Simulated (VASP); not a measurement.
Si7Ge, 16 atoms in the cell. The structure is orthorhombic, space group Amm2 (No. 38). The conventional cell has a = 3.861 Å, b = 7.720 Å, c = 10.918 Å, α = 90.00°, β = 90.00°, γ = 90.00°. Within 3.1 Å of Ge (site symmetry mm2) lie 4 Si at 2.38 to 2.39 Å. Si (site symmetry m) has 4 Si at 2.35 to 2.36 Å within 3.1 Å. Si (site symmetry mm2) has 4 Si at 2.35 to 2.36 Å within 3.1 Å. Within 3.1 Å of Si (site symmetry mm2) lie 2 Si at 2.35 Å and 2 Ge at 2.38 Å. Si (site symmetry m) has 3 Si at 2.35 to 2.36 Å and 1 Ge at 2.39 Å within 3.1 Å. Si (site symmetry mm2) has 4 Si at 2.36 Å within 3.1 Å. 

* Program: VASP 6.6.1
* Task: single point
* Functional: PBEsol
* Potentials or basis: VASP PAW PBE potentials, release 64 (Ge_d, Si)
* Cutoff: 520 eV
* k mesh: 6 × 6 × 6
* Occupations: gaussian, width 0.02 eV
* Spin: no spin polarisation
* Dipole correction: no
* Further INCAR settings: LREAL = Auto; ALGO = Normal; EDIFF = 1e-06; NBANDS = 56

Potentials or basis: VASP PAW PBE potentials, release 64 (Ge_d, Si).

The run is started by

```bash
$ cat potpaw_PBE.64/Ge_d/POTCAR potpaw_PBE.64/Si/POTCAR > POTCAR
$ mpirun -np 1 vasp_std > vasp.out
```

Hardware: 1 thread of Intel(R) Xeon(R) Platinum 8488C (Sapphire Rapids), with other jobs on the host.

Task: Estimate the wall time of this run.

Result: It took 29 min on 1 thread of Intel(R) Xeon(R) Platinum 8488C (Sapphire Rapids), on a shared host, peak memory 0.79 GiB. Counts: scf iterations 12, k points 46.
